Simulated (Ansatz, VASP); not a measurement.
# One calculation of Si7Ge, two programs

```
CELL_PARAMETERS angstrom
5.73580 0.00000 0.00000
0.00000 5.73580 0.00000
0.00000 0.00000 5.73580
ATOMIC_POSITIONS crystal
Si 0.25260 0.25260 0.25260
Si 0.00000 0.50000 0.50000
Si 0.50000 0.50000 0.00000
Si 0.50000 0.00000 0.50000
Si 0.74740 0.25260 0.74740
Si 0.74740 0.74740 0.25260
Si 0.25260 0.74740 0.74740
Ge 0.00000 0.00000 0.00000
```

Alike in both runs: task single point; functional PBEsol; k mesh 8 × 8 × 8; occupations gaussian, width 0.03 eV; no spin polarisation.

|  | VASP | Ansatz |
| --- | --- | --- |
| version | VASP 6.6.1 | Ansatz 0.2.0 |
| potentials or method | VASP PAW PBE potentials, release 64 (Si, Ge_d), cutoff 520 eV | scalar-relativistic, plane waves, PAW |
| valence electrons in the cell | 42 | 42 |

Ansatz gave:

```
gap on the k mesh at the Fermi level (eV) : 0.49
least direct gap on the mesh (eV)         : 0.52
pressure (GPa)                            : -9.7
rms of the force components (eV/Å)        : 0.006
```

Problem. Estimate VASP's values.

Solution. gap on the k mesh at the Fermi level (eV): 0.49; least direct gap on the mesh (eV): 0.52; pressure (GPa): -9.6; rms of the force components (eV/Å): 0.004.

VASP's potentials were made for PBE, not for PBEsol, and Ansatz warns of the same on its side. Atom by atom the forces differ by 0.002 eV/Å (rms over components). The functional is the same, so the differences come from potentials, cutoffs and numerics.
